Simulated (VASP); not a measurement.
Write the native input for VASP 6.6.1 that does the following.

```yaml
Task: relaxation of cell and atoms
Functional: PBE
Potentials_or_basis: VASP PAW PBE potentials, release 64 (Hf_pv, Ti_sv, N)
Cutoff: 600 eV
k_mesh: 4 × 4 × 4
Occupations: gaussian, width 0.1 eV
Spin: collinear spin
Starting_moments: "[0.0, 1.0, 1.0, 1.0, 0.0, 0.0, 0.0, 0.0] μB"
Dipole_correction: no
Further_INCAR_settings: ALGO = Normal; EDIFF = 1e-07; IBRION = 2; EDIFFG = -0.04; NSW = 90; ISIF = 3
```

The structure of HfTi3N4 lies in POSCAR:

```
HfTi3N4
1.0
    4.6962164900      0.0000000000      0.0000000000
    0.0000000000      4.6962164900      0.0000000000
    0.0000000000      0.0000000000      4.6962164900
Hf Ti N
1 3 4
Direct
    0.5000000000      0.5000000000      0.5000000000
    0.5000000000      0.0000000000      0.0000000000
    0.0000000000      0.0000000000      0.5000000000
    0.0000000000      0.5000000000      0.0000000000
    0.0000000000      0.5000000000      0.5000000000
    0.5000000000      0.5000000000      0.0000000000
    0.0000000000      0.0000000000      0.0000000000
    0.5000000000      0.0000000000      0.5000000000
```

The input as run:

INCAR

```
PREC = Accurate
ENCUT = 600
EDIFF = 1E-7
ISMEAR = 0
SIGMA = 0.1
LREAL = F
LASPH = T
NELM = 150
ALGO = Normal
ISIF = 3
LWAVE = F
LCHARG = F
ISPIN = 2
MAGMOM = 0 1 1 1 0 0 0 0
LORBIT = 11
LMAXMIX = 4
GGA = PE
IBRION = 2
NSW = 90
EDIFFG = -0.04
```

KPOINTS

```
Automatic mesh
0
Gamma
  4 4 4
```

Potentials or basis: VASP PAW PBE potentials, release 64 (Hf_pv, Ti_sv, N).

Launch:

```console
$ cat potpaw_PBE.64/Hf_pv/POTCAR potpaw_PBE.64/Ti_sv/POTCAR potpaw_PBE.64/N/POTCAR > POTCAR
$ mpirun -np 1 vasp_std > vasp.out
```

It gave:

```
Relaxed volume                                        : 10.20 Å³/atom
Relaxed cell                                          : a = 4.337 Å, b = 4.337 Å, c = 4.337 Å, α = 90.00°, β = 90.00°, γ = 90.00°
Space group after relaxing (to 0.1 Å)                 : Pm-3m (No. 221)
Energy gained by relaxing                             : 407.9 meV/atom
Ionic steps                                           : 5
Pressure after relaxing                               : 0.3 GPa
Band gap on the k mesh                                : zero (filled and empty bands overlap)
Net moment                                            : 0.00 μB per cell
Valence electrons inside the program's atomic spheres : Hf 8.88; Ti 10.30; N 3.73, 3.68 (each value once)
```

Caveat: the volume moved by over 15 % at a fixed basis, so the end points are rough; spin-orbit coupling is left out, which moves the levels of the heavy elements.

Wall time 9.8 min on 1 thread of AMD EPYC 9R45 96-Core Processor (Zen 5), with other jobs on the host, peak memory 0.3 GiB.
